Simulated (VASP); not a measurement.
Write the native input for VASP 6.6.1 that does the following.

| Quantity | Value |
| --- | --- |
| Task | single point |
| Functional | PBE |
| Potentials or basis | VASP PAW PBE potentials, release 64 (Sn_d, Te) |
| Cutoff | 520 eV |
| k mesh | 12 × 12 × 12 |
| Occupations | fermi-dirac, width 0.08 eV |
| Spin | no spin polarisation |
| Dipole correction | no |
| Further INCAR settings | ALGO = Normal; EDIFF = 1e-06; NBANDS = 17 |

The structure of SnTe (rocksalt type) lies in POSCAR:

```
SnTe
1.0
    0.0000000000      3.2042192900      3.2042192900
    3.2042192900      0.0000000000      3.2042192900
    3.2042192900      3.2042192900      0.0000000000
Sn Te
1 1
Direct
    0.0000000000      0.0000000000      0.0000000000
    0.5000000000      0.5000000000      0.5000000000
```

One way to write it, as run:

INCAR

```
PREC = Accurate ; ENCUT = 520
EDIFF = 1E-6 ; ISMEAR = -1
SIGMA = 0.08 ; LREAL = F
LASPH = T ; NELM = 80
ALGO = Normal ; ISIF = 2
LWAVE = F ; LCHARG = F
GGA = PE ; NBANDS = 17
```

KPOINTS

```
Automatic mesh
0
Gamma
  12 12 12
```

Potentials or basis: VASP PAW PBE potentials, release 64 (Sn_d, Te).

The run is started by

```console
$ cat potpaw_PBE.64/Sn_d/POTCAR potpaw_PBE.64/Te/POTCAR > POTCAR
$ mpirun -np 1 vasp_std > vasp.out
```

It gave:

```
Pressure               : 0.0 GPa
Band gap on the k mesh : 0.05 eV
```

Caveat: spin-orbit coupling is left out, which moves the levels of the heavy elements.

Run time: 27 s on 1 thread of Intel(R) Xeon(R) 6975P-C (Granite Rapids), with other jobs on the host, peak memory 0.25 GiB.
